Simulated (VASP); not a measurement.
# C (Fd-3m) in VASP: notebook

Runs on C. Level: PBE. Tasks: single point.

Everything below comes from runs of VASP 6.6.1. Logs are shortened: lines on timing, memory, paths and dates and some standing lists are left out, and cuts for length are marked.

## Step 1: The cell of the first run

The structure is cubic, space group Fd-3m (No. 227). Conventional cell: a = 3.567 Å, b = 3.567 Å, c = 3.567 Å, α = 90.00°, β = 90.00°, γ = 90.00°. C (site symmetry -43m) has 4 C at 1.54 Å within 2.1 Å.

## Step 2: Single point, PBE

The input, INCAR:

```
SYSTEM = C
  PREC = Accurate
  ENCUT = 520
  EDIFF = 1E-6
  ISMEAR = 0
  SIGMA = 0.01
  LREAL = .False.
  LASPH = .True.
  NELM = 80
  ALGO = Normal
  ISIF = 2
  LWAVE = .False.
  LCHARG = .False.
  GGA = PE
  NBANDS = 11
```

The input, KPOINTS:

```
Automatic mesh
0
Gamma
  4 4 4
  0 0 0
```

The input, POSCAR:

```
C
1.0
    0.0000000000      1.7833700000      1.7833700000
    1.7833700000      0.0000000000      1.7833700000
    1.7833700000      1.7833700000      0.0000000000
C
2
Direct
    0.0000000000      0.0000000000      0.0000000000
    0.2500000000      0.2500000000      0.2500000000
```

Potentials or basis: VASP PAW PBE potentials, release 64 (C).

The run is started by

```console
> cat potpaw_PBE.64/C/POTCAR > POTCAR
> mpirun -np 1 vasp_std > vasp.out
```

OUTCAR:

```text
SYSTEM = C
   PREC = Accurate
   ENCUT = 520
   EDIFF = 1E-6
   ISMEAR = 0
   LREAL = .False.
   LASPH = .True.
   NELM = 80
   ISIF = 2
   GGA = PE

 ion  position               nearest neighbor table
   1  0.000  0.000  0.000-   2 1.54   2 1.54   2 1.54   2 1.54
   2  0.250  0.250  0.250-   1 1.54   1 1.54   1 1.54   1 1.54

  LATTYP: Found a face centered cubic cell.
 ALAT       =     3.5667400000

  Lattice vectors:

 A1 = (   0.0000000000,   1.7833700000,   1.7833700000)
 A2 = (   1.7833700000,   0.0000000000,   1.7833700000)
 A3 = (   1.7833700000,   1.7833700000,   0.0000000000)

Analysis of symmetry for initial positions (statically):
=====================================================================
 Subroutine PRICEL returns:
 Original cell was already a primitive cell.

 Routine SETGRP: Setting up the symmetry group for a
 face centered cubic supercell.

 Subroutine GETGRP returns: Found 48 space group operations
 (whereof 24 operations were pure point group operations)
 out of a pool of 48 trial point group operations.

The static configuration has the point symmetry T_d .
 The point group associated with its full space group is O_h .

Analysis of symmetry for dynamics (positions and initial velocities):
=====================================================================
 Subroutine PRICEL returns:
 Original cell was already a primitive cell.

 Routine SETGRP: Setting up the symmetry group for a
 face centered cubic supercell.

 Subroutine GETGRP returns: Found 48 space group operations
 (whereof 24 operations were pure point group operations)
 out of a pool of 48 trial point group operations.

The dynamic configuration has the point symmetry T_d .
 The point group associated with its full space group is O_h .

 Subroutine INISYM returns: Found 48 space group operations
 (whereof 24 operations are pure point group operations),
 and found     1 'primitive' translations

----------------------------------------------------------------------------------------

                                     Primitive cell

  volume of cell :      11.3437

  direct lattice vectors                    reciprocal lattice vectors
     0.000000000  1.783370000  1.783370000    -0.280368067  0.280368067  0.280368067
     1.783370000  0.000000000  1.783370000     0.280368067 -0.280368067  0.280368067
     1.783370000  1.783370000  0.000000000     0.280368067  0.280368067 -0.280368067

  length of vectors
     2.522066041  2.522066041  2.522066041     0.485611737  0.485611737  0.485611737

  position of ions in fractional coordinates (direct lattice)
     0.000000000  0.000000000  0.000000000
     0.250000000  0.250000000  0.250000000

  ion indices of the primitive-cell ions
   primitive index   ion index
                 1           1
                 2           2

----------------------------------------------------------------------------------------

 KPOINTS: Automatic mesh

Automatic generation of k-mesh.
 Grid dimensions read from file:
 generate k-points for:    4    4    4

 Generating k-lattice:

  Cartesian coordinates                     Fractional coordinates (reciprocal lattice)
    -0.070092017  0.070092017  0.070092017     0.250000000  0.000000000  0.000000000
     0.070092017 -0.070092017  0.070092017     0.000000000  0.250000000  0.000000000
     0.070092017  0.070092017 -0.070092017     0.000000000  0.000000000  0.250000000

  Length of vectors
     0.121402934  0.121402934  0.121402934

  Shift w.r.t. Gamma in fractional coordinates (k-lattice)
     0.000000000  0.000000000  0.000000000

 Subroutine IBZKPT returns following result:
 ===========================================

 Found      8 irreducible k-points:

 Following reciprocal coordinates:
            Coordinates               Weight
  0.000000  0.000000  0.000000      1.000000
  0.250000  0.000000  0.000000      8.000000
  0.500000  0.000000  0.000000      4.000000
  0.250000  0.250000  0.000000      6.000000
  0.500000  0.250000  0.000000     24.000000
 -0.250000  0.250000  0.000000     12.000000
  0.500000  0.500000  0.000000      3.000000
 -0.250000  0.500000  0.250000      6.000000
   k-points           NKPTS =      8   k-points in BZ     NKDIM =      8   number of bands    NBANDS=     11
   number of dos      NEDOS =    301   number of ions     NIONS =      2
   total plane-waves  NPLWV =   8000
   dimension x,y,z NGX =    20 NGY =   20 NGZ =   20
   dimension x,y,z NGXF=    40 NGYF=   40 NGZF=   40
   ions per type =               2
   NGX,Y,Z   is equivalent  to a cutoff of  13.18, 13.18, 13.18 a.u.
   NGXF,Y,Z  is equivalent  to a cutoff of  26.37, 26.37, 26.37 a.u.
 SYSTEM =  C
   PREC   = accura    normal or accurate (medium, high low for compatibility)
   ISTART =      0    job   : 0-new  1-cont  2-samecut
   ICHARG =      2    charge: 1-file 2-atom 10-const
   ISPIN  =      1    spin polarized calculation?
   LNONCOLLINEAR =      F non collinear calculations
   LSORBIT =      F    spin-orbit coupling
   LASPH  =      T    aspherical Exc in radial PAW
   ENCUT  =  520.0 eV  38.22 Ry    6.18 a.u.   4.69  4.69  4.69*2*pi/ulx,y,z
   NELM   =     80;   NELMIN=  2; NELMDL= -5     # of ELM steps
   EDIFF  = 0.1E-05   stopping-criterion for ELM
   LREAL  =      F    real-space projection
   EDIFFG = 0.1E-04   stopping-criterion for IOM
   NSW    =      0    number of steps for IOM
   IBRION =     -1    ionic relax: 0-MD 1-quasi-New 2-CG
   NFREE  =      0    steps in history (QN), initial steepest desc. (CG)
   ISIF   =      2    stress and relaxation
   ISYM   =      2    0-nonsym 1-usesym 2-fastsym
   POTIM  = 0.5000    time-step for ionic-motion
   TEBEG  =    0.0;   TEEND  =   0.0 temperature during run
   PSTRESS=    0.0 pullay stress
   NELECT =       8.0000    total number of electrons
   NUPDOWN=      -1.0000    fix difference up-down
   EMIN   =  10.00;   EMAX   =-10.00  energy-range for DOS
   EFERMI =   0.00;   METHOD = LEGACY
   ISMEAR =     0;   SIGMA  =   0.01  broadening in eV -4-tet -1-fermi 0-gaus
   EFERMI_NEDOS =   21; number of points for ismear=-14 and -15
   IALGO  =     38    algorithm
   IMIX   =      4    mixing-type and parameters
     AMIX     =   0.40;   BMIX     =  1.00
     AMIX_MAG =   1.60;   BMIX_MAG =  1.00
  volume/ion in A,a.u.               =       5.67        38.28
  Fermi-wavevector in a.u.,A,eV,Ry     =   1.457203  2.753714 28.891161  2.123440
  Thomas-Fermi vector in A             =   2.574032
   LORBIT       =      0    0 simple, 1 ext, 2 COOP (PROOUT), +10 PAW based schemes
   GGA     = PE    functional components
   LHFCALC =     F    Hartree Fock is set to
   AEXX    =    0.0000 exact exchange contribution
   IVDW    =     0    specifies the selected vdW correction
   LEPSILON=     F    determine dielectric tensor
   LRPA    =     F    only Hartree local field effects (RPA)
 non-spin polarized calculation
 Gauss-broadening in eV      SIGMA  =   0.01
  energy-cutoff  :      520.00
  volume of cell :       11.34
 maximum number of plane-waves:       308
 NGX is ok and might be reduce to    20
   NGX =  9   NGY =  9   NGZ =  9

 number of electron       7.9999999 magnetization

 Free energy of the ion-electron system (eV)
  ---------------------------------------------------
  ext. energy  EPLUGINS =         0.00000000
  ---------------------------------------------------
  free energy    TOTEN  =       -18.05217527 eV

  energy without entropy =      -18.05217527  energy(sigma->0) =      -18.05217527

 E-fermi :   9.9114     XC(G=0): -13.2373

 val. band max:        9.7630060735   @ k =   0.0000   0.0000   0.0000
 cond. band min:      14.1944578165   @ k =   0.2500   0.2500   0.0000
 fundamental gap:      4.4314517430
 Fermi energy:         9.9113520437

 k-point     1 :       0.0000    0.0000    0.0000
  band No.  band energies     occupation
      1     -11.7273      2.00000
      2       9.7630      2.00000
      3       9.7630      2.00000
      4       9.7630      2.00000
      5      15.3444      0.00000
      6      15.3444      0.00000
      7      15.3444      0.00000
      8      23.0951      0.00000
      9      29.0450      0.00000
     10      36.2732      0.00000
     11      36.2732      0.00000

 k-point     2 :       0.2500    0.0000    0.0000
  band No.  band energies     occupation
      1     -10.0110      2.00000
      2       3.1645      2.00000
      3       8.0149      2.00000
      4       8.0149      2.00000
      5      17.5451      0.00000
      6      17.5451      0.00000
      7      17.9033      0.00000
      8      24.3991      0.00000
      9      30.4658      0.00000
     10      32.1346      0.00000
     11      32.1346      0.00000

 k-point     3 :       0.5000    0.0000    0.0000
  band No.  band energies     occupation
      1      -5.9474      2.00000
      2      -3.6218      2.00000
      3       6.9602      2.00000
      4       6.9602      2.00000
      5      18.2123      0.00000
      6      18.2123      0.00000
      7      18.6058      0.00000
      8      25.4534      0.00000
      9      31.6572      0.00000
     10      33.9344      0.00000
     11      35.6880      0.00000

 k-point     4 :       0.2500    0.2500    0.0000
  band No.  band energies     occupation
      1      -9.4412      2.00000
      2       5.2450      2.00000
      3       5.6356      2.00000
      4       5.6356      2.00000
      5      14.1945      0.00000
      6      19.9963      0.00000
      7      21.3494      0.00000
      8      21.3494      0.00000
      9      29.8861      0.00000
     10      31.9524      0.00000
     11      39.1976      0.00000

 k-point     5 :       0.5000    0.2500    0.0000
  band No.  band energies     occupation
      1      -5.7016      2.00000
      2      -1.0316      2.00000
      3       3.0154      2.00000
      4       4.8808      2.00000
      5      15.8278      0.00000
      6      21.1875      0.00000
      7      22.5684      0.00000
      8      23.0885      0.00000
      9      30.0699      0.00000
     10      33.3634      0.00000
     11      37.2819      0.00000

 k-point     6 :      -0.2500    0.2500    0.0000
  band No.  band energies     occupation
      1      -7.2570      2.00000
      2       1.0565      2.00000
      3       2.1460      2.00000
      4       6.7479      2.00000
      5      17.6817      0.00000
      6      19.7647      0.00000
      7      22.1172      0.00000
      8      23.6750      0.00000
      9      29.4040      0.00000
     10      30.4928      0.00000
     11      34.5048      0.00000

 k-point     7 :       0.5000    0.5000    0.0000
  band No.  band energies     occupation
      1      -3.0092      2.00000
      2      -3.0092      2.00000
      3       3.4579      2.00000
      4       3.4579      2.00000
      5      14.5059      0.00000
      6      14.5059      0.00000
      7      26.5756      0.00000
      8      26.5756      0.00000
      9      33.0014      0.00000
     10      33.0014      0.00000
     11      42.1113      0.00000

 k-point     8 :      -0.2500    0.5000    0.2500
  band No.  band energies     occupation
      1      -2.2166      2.00000
      2      -2.2166      2.00000
      3       1.4293      2.00000
      4       1.4293      2.00000
      5      20.3749      0.00000
      6      20.3749      0.00000
      7      22.0779      0.00000
      8      22.0779      0.00000
      9      31.0902      0.00000
     10      31.0902      0.00000
     11      40.1723      0.00000

------------------------ aborting loop because EDIFF is reached ----------------------------------------

  FORCE on cell =-STRESS in cart. coord.  units (eV):
  Direction    XX          YY          ZZ          XY          YZ          ZX
  --------------------------------------------------------------------------------------
  -------------------------------------------------------------------------------------
  Total        0.2536869      0.2536869      0.2536869      0.0000000      0.0000000     -0.0000000
  in kB       35.8306140     35.8306140     35.8306140      0.0000000      0.0000000     -0.0000000
  external PRESSURE =      35.8306140 kB  Pullay stress =       0.0000000 kB

 VOLUME and BASIS-vectors are now :
 -----------------------------------------------------------------------------
  energy-cutoff  :      520.00
  volume of cell :       11.34
      direct lattice vectors                 reciprocal lattice vectors
     0.000000000  1.783370000  1.783370000    -0.280368067  0.280368067  0.280368067
     1.783370000  0.000000000  1.783370000     0.280368067 -0.280368067  0.280368067
     1.783370000  1.783370000  0.000000000     0.280368067  0.280368067 -0.280368067

 POSITION                                       TOTAL-FORCE (eV/Angst)
 -----------------------------------------------------------------------------------
      0.00000      0.00000      0.00000        -0.000000     -0.000000     -0.000000
      0.89168      0.89168      0.89168         0.000000      0.000000      0.000000
 -----------------------------------------------------------------------------------
    total drift:                                0.000000      0.000000      0.000000

  FREE ENERGIE OF THE ION-ELECTRON SYSTEM (eV)
  ---------------------------------------------------
  free  energy   TOTEN  =       -18.0521752718 eV

  energy  without entropy=      -18.0521752718  energy(sigma->0) =      -18.05217527
```

Run time: 1.7 s. Hardware: 1 thread of Intel Xeon 6975P-C, shared host; peak memory 0.11 GiB.

Results:

```yaml
Free_energy: -18.0522 eV
Pressure: 3.6 GPa
Band_gap_on_the_k_mesh: 4.43 eV, indirect (least direct gap 5.58 eV)
```

Levels at points of the mesh, in eV from the valence-band top:
```tsv
k point	band 2	band 3	band 4	band 5	band 6	band 7
(0.00, 0.00, 0.00)	0.00	0.00	0.00	5.58	5.58	5.58
(0.50, 0.00, 0.00)	-13.38	-2.80	-2.80	8.45	8.45	8.84
(0.50, 0.50, 0.00)	-12.77	-6.31	-6.31	4.74	4.74	16.81
```

Caveat: the k points lie up to 0.76 Å⁻¹ apart. A k mesh can miss the band edges.

## Step 3: Single point, PBE

The input, INCAR:

```
ALGO = Normal
EDIFF = 1E-6
ENCUT = 520
GGA = PE
ISIF = 2
ISMEAR = 0
LASPH = True
LCHARG = False
LREAL = False
LWAVE = False
NBANDS = 11
NELM = 60
PREC = Accurate
SIGMA = 0.01
```

The input, KPOINTS:

```
k-points
0
Gamma
  6 6 6
```

POSCAR is that of step 2.

Potentials or basis: VASP PAW PBE potentials, release 64 (C).

The run is started by

```console
> cat potpaw_PBE.64/C/POTCAR > POTCAR
> mpirun -np 1 vasp_std > vasp.out
```

Run time: 2.2 s. Hardware: 1 thread of Intel Xeon 6975P-C, shared host; peak memory 0.12 GiB.

It converged, with:

```yaml
Free_energy: -18.1759 eV
Pressure: 2.5 GPa
Band_gap_on_the_k_mesh: 4.15 eV, indirect (least direct gap 5.59 eV)
```

Levels at points of the mesh, in eV from the valence-band top:
| k point | band 2 | band 3 | band 4 | band 5 | band 6 | band 7 |
| --- | --- | --- | --- | --- | --- | --- |
| (0.00, 0.00, 0.00) | 0.00 | 0.00 | 0.00 | 5.59 | 5.59 | 5.59 |
| (0.50, 0.00, 0.00) | -13.37 | -2.80 | -2.80 | 8.46 | 8.46 | 8.85 |
| (0.50, 0.50, 0.00) | -12.76 | -6.30 | -6.30 | 4.76 | 4.76 | 16.81 |

Caveat: the k points lie up to 0.51 Å⁻¹ apart. A k mesh can miss the band edges.

## Step 4: Single point, PBE

The input, INCAR:

```
SYSTEM = C
  PREC = Accurate
  ENCUT = 520
  EDIFF = 1E-6
  ISMEAR = 0
  SIGMA = 0.01
  LREAL = .FALSE.
  LASPH = .TRUE.
  NELM = 100
  ALGO = Normal
  ISIF = 2
  LWAVE = .FALSE.
  LCHARG = .FALSE.
  GGA = PE
  NBANDS = 11
```

The input, KPOINTS:

```
Automatic mesh
0
G
  8 8 8
  0 0 0
```

POSCAR is that of step 3.

Potentials or basis: VASP PAW PBE potentials, release 64 (C).

The run is started by

```console
> cat potpaw_PBE.64/C/POTCAR > POTCAR
> mpirun -np 1 vasp_std > vasp.out
```

OUTCAR:

```text
SYSTEM = C
   PREC = Accurate
   ENCUT = 520
   EDIFF = 1E-6
   ISMEAR = 0
   LREAL = .FALSE.
   LASPH = .TRUE.
   NELM = 100
   ISIF = 2
   GGA = PE

 ion  position               nearest neighbor table
   1  0.000  0.000  0.000-   2 1.54   2 1.54   2 1.54   2 1.54
   2  0.250  0.250  0.250-   1 1.54   1 1.54   1 1.54   1 1.54

  LATTYP: Found a face centered cubic cell.
 ALAT       =     3.5667400000

  Lattice vectors:

[... 521 lines left out ...]
     11      36.0671      0.00000

 [... further k-points ...]

------------------------ aborting loop because EDIFF is reached ----------------------------------------

  FORCE on cell =-STRESS in cart. coord.  units (eV):
  Direction    XX          YY          ZZ          XY          YZ          ZX
  --------------------------------------------------------------------------------------
  -------------------------------------------------------------------------------------
  Total        0.1741682      0.1741682      0.1741682      0.0000000      0.0000000      0.0000000
  in kB       24.5994304     24.5994304     24.5994304      0.0000000      0.0000000      0.0000000
  external PRESSURE =      24.5994304 kB  Pullay stress =       0.0000000 kB

 VOLUME and BASIS-vectors are now :
 -----------------------------------------------------------------------------
  energy-cutoff  :      520.00
  volume of cell :       11.34
      direct lattice vectors                 reciprocal lattice vectors
     0.000000000  1.783370000  1.783370000    -0.280368067  0.280368067  0.280368067
     1.783370000  0.000000000  1.783370000     0.280368067 -0.280368067  0.280368067
     1.783370000  1.783370000  0.000000000     0.280368067  0.280368067 -0.280368067

 POSITION                                       TOTAL-FORCE (eV/Angst)
 -----------------------------------------------------------------------------------
      0.00000      0.00000      0.00000         0.000000      0.000000      0.000000
      0.89168      0.89168      0.89168        -0.000000     -0.000000     -0.000000
 -----------------------------------------------------------------------------------
    total drift:                                0.000000      0.000000      0.000000

  FREE ENERGIE OF THE ION-ELECTRON SYSTEM (eV)
  ---------------------------------------------------
  free  energy   TOTEN  =       -18.1844429950 eV

  energy  without entropy=      -18.1844429950  energy(sigma->0) =      -18.18444300
```

OSZICAR:

```text
N       E                     dE             d eps       ncg     rms          rms(c)
DAV:   1    -0.340426336544E+00   -0.34043E+00   -0.45906E+03   638   0.707E+02
DAV:   2    -0.184473363985E+02   -0.18107E+02   -0.17455E+02   844   0.120E+02
DAV:   3    -0.188229971894E+02   -0.37566E+00   -0.37496E+00   733   0.135E+01
DAV:   4    -0.188235656820E+02   -0.56849E-03   -0.56848E-03   689   0.669E-01
DAV:   5    -0.188235663396E+02   -0.65757E-06   -0.65759E-06   713   0.219E-02    0.556E+00
DAV:   6    -0.183440000399E+02    0.47957E+00   -0.25091E-01   647   0.352E+00    0.332E+00
DAV:   7    -0.181825679934E+02    0.16143E+00   -0.30719E-01   677   0.395E+00    0.758E-01
DAV:   8    -0.181843814856E+02   -0.18135E-02   -0.85386E-03   665   0.689E-01    0.437E-02
DAV:   9    -0.181844224415E+02   -0.40956E-04   -0.62867E-05   751   0.637E-02    0.245E-02
DAV:  10    -0.181844429186E+02   -0.20477E-04   -0.15442E-05   671   0.345E-02    0.535E-03
DAV:  11    -0.181844429950E+02   -0.76431E-07   -0.25129E-07   558   0.457E-03
   1 F= -.18184443E+02 E0= -.18184443E+02  d E =-.403239E-21
```

Run time: 3.2 s. Hardware: 1 thread of Intel Xeon 6975P-C, shared host; peak memory 0.12 GiB.

Results:

```
Free energy            : -18.1844 eV
Pressure               : 2.5 GPa
Band gap on the k mesh : 4.13 eV, indirect (least direct gap 5.59 eV)
```

Levels at points of the mesh, in eV from the valence-band top:
| k point | band 2 | band 3 | band 4 | band 5 | band 6 | band 7 |
| --- | --- | --- | --- | --- | --- | --- |
| (0.00, 0.00, 0.00) | 0.00 | 0.00 | 0.00 | 5.59 | 5.59 | 5.59 |
| (0.50, 0.00, 0.00) | -13.37 | -2.80 | -2.80 | 8.46 | 8.46 | 8.85 |
| (0.50, 0.50, 0.00) | -12.76 | -6.30 | -6.30 | 4.76 | 4.76 | 16.81 |

A k mesh can miss the band edges.

## Step 5: Summary

| k mesh | gap on the mesh (eV) | pressure (GPa) |
| --- | --- | --- |
| 4 × 4 × 4 | 4.43 | 3.6 |
| 6 × 6 × 6 | 4.15 | 2.5 |
| 8 × 8 × 8 | 4.13 | 2.5 |

Alike in all rows: task single point; level PBE; potentials or basis VASP PAW PBE potentials, release 64 (C); no spin polarisation; cell as given; cutoff (eV) 520; smearing gaussian 0.01 eV.

Caveats: some runs use coarse meshes.

Absolute energies hang on the potentials; compare differences alone.
